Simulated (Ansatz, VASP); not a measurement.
Pd: VASP beside Ansatz

The input INCAR:

```
PREC = Accurate ; ENCUT = 520
EDIFF = 1E-6 ; ISMEAR = -1
SIGMA = 0.1 ; LREAL = False
LASPH = True ; NELM = 60
ALGO = Normal ; ISIF = 2
LWAVE = False ; LCHARG = False
GGA = B5 ; ALDAX = 1.0
AGGAX = 1.0 ; AGGAC = 1.0
ALDAC = 0.0 ; NBANDS = 17
```

File KPOINTS:

```
regular mesh
0
Gamma
  14 14 8
```

POSCAR

```
Pd
1.0
    2.9066236649      0.0000000000      0.0000000000
   -1.4533118325      2.5172099330      0.0000000000
    0.0000000000      0.0000000000      4.8581899672
Pd
2
Direct
    0.3333333333      0.6666666667      0.2500000000
    0.6666666667      0.3333333333      0.7500000000
```

Input for Ansatz:

```yaml
crystal:
  lattice:
    - [2.9066236649, 0.0, 0.0]
    - [-1.4533118325, 2.517209933, 0.0]
    - [0.0, 0.0, 4.8581899672]
  atoms:
    - { symbol: Pd, position: [0.3333333333, 0.6666666667, 0.25] }
    - { symbol: Pd, position: [0.6666666667, 0.3333333333, 0.75] }
hamiltonian:
  xc: blyp
  pseudopotentials:
    kind: paw
    azcp:
      Pd: "pseudopotentials/Pd.paw.azcp"
basis:
  ecutwfc: 420
  fft_grid_basis: typed
kpoints:
  mp_grid: { grid: [14, 14, 8], shift: [0, 0, 0] }
magnetization:
  spin_polarized: false
scf:
  occupations: { method: fermi_dirac, width: 0.1 }
  lower_state_search: "off"
output:
  stress: true
```

Alike in both runs: task single point; functional BLYP; k mesh 14 × 14 × 8; occupations fermi-dirac, width 0.1 eV; no spin polarisation.

|  | VASP | Ansatz |
| --- | --- | --- |
| version | VASP 6.6.1 | Ansatz 0.2.0 |
| potentials or method | VASP PAW PBE potentials, release 64 (Pd), cutoff 520 eV | plane waves (420 eV) with PAW, scalar-relativistic |
| valence electrons in the cell | 20 | 36 |

```csv
,VASP,Ansatz,Ansatz less VASP
pressure (GPa),-7.9,-8.1,-0.21
"traceless stress, the component that is largest in VASP (GPa)",-0.19,-0.14,+0.052
```

VASP's potentials were made for PBE, not for BLYP. The functional is the same, so the differences come from potentials, cutoffs and numerics. VASP's potentials hold 20 valence electrons a cell and Ansatz's 36, so a difference there can come from the potentials and not from the codes.
